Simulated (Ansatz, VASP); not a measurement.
# C in VASP and in Ansatz

Contents of INCAR:

```
SYSTEM = C
PREC = Accurate
ENCUT = 520
EDIFF = 1E-6
ISMEAR = 0
SIGMA = 0.05
LREAL = .False.
LASPH = .True.
NELM = 100
ALGO = Normal
ISIF = 2
LWAVE = .False.
LCHARG = .True.
LELF = .True.
LVHAR = .True.
NBANDS = 11
```

File KPOINTS:

```
Automatic mesh
0
Gamma
  12 12 12
  0 0 0
```

File POSCAR:

```
C
1.0
    0.0000000000      1.7503196182      1.7966710835
    1.7503196182      0.0000000000      1.7966710835
    1.7503196182      1.7503196182      0.0000000000
C
2
Direct
    0.5000000000      0.5000000000      0.5000000000
    0.7500000000      0.7500000000      0.7500000000
```

Input for Ansatz:

```yaml
crystal:
  lattice:
    - [0.0, 1.7503196182, 1.7966710835]
    - [1.7503196182, 0.0, 1.7966710835]
    - [1.7503196182, 1.7503196182, 0.0]
  atoms:
    - { symbol: C, position: [0.5, 0.5, 0.5] }
    - { symbol: C, position: [0.75, 0.75, 0.75] }
basis:
  ecutwfc: 520.0
kpoints:
  mp_grid: { grid: [12, 12, 12] }
hamiltonian:
  xc: lda
  pseudopotentials: { kind: paw, azcp: { folder: soft_1 } }
scf:
  occupations: { method: gaussian, width: 0.05 }
output:
  forces: true
  stress: true
  eigenvalues: true
```

Change from the starting cell: strain +e along x and -e along y +0.0000, strain +e along z and -e/2 along x and y +0.0175.

Alike in both runs: task single point; functional LDA; k mesh 12 × 12 × 12; occupations gaussian, width 0.05 eV; no spin polarisation.

```csv
,VASP,Ansatz
version,VASP 6.6.1,Ansatz 0.2.0
potentials or method,"VASP PAW LDA potentials, release 64 (C), cutoff 520 eV","scalar-relativistic, plane waves, PAW"
valence electrons in the cell,8,8
```

```tsv
	VASP	Ansatz	Ansatz less VASP
gap on the k mesh at the Fermi level (eV)	3.86	3.87	+0.008
least direct gap on the mesh (eV)	5.39	5.39	-0.002
pressure (GPa)	1.8	0.1	-1.70
traceless stress, the component that is largest in VASP (GPa)	-17.08	-17.11	-0.029
```

Ansatz warns that its potentials were made for another functional, while VASP's fit it. LDA's correlation is that of Perdew and Zunger in VASP and of Perdew and Wang (1992) in Ansatz.
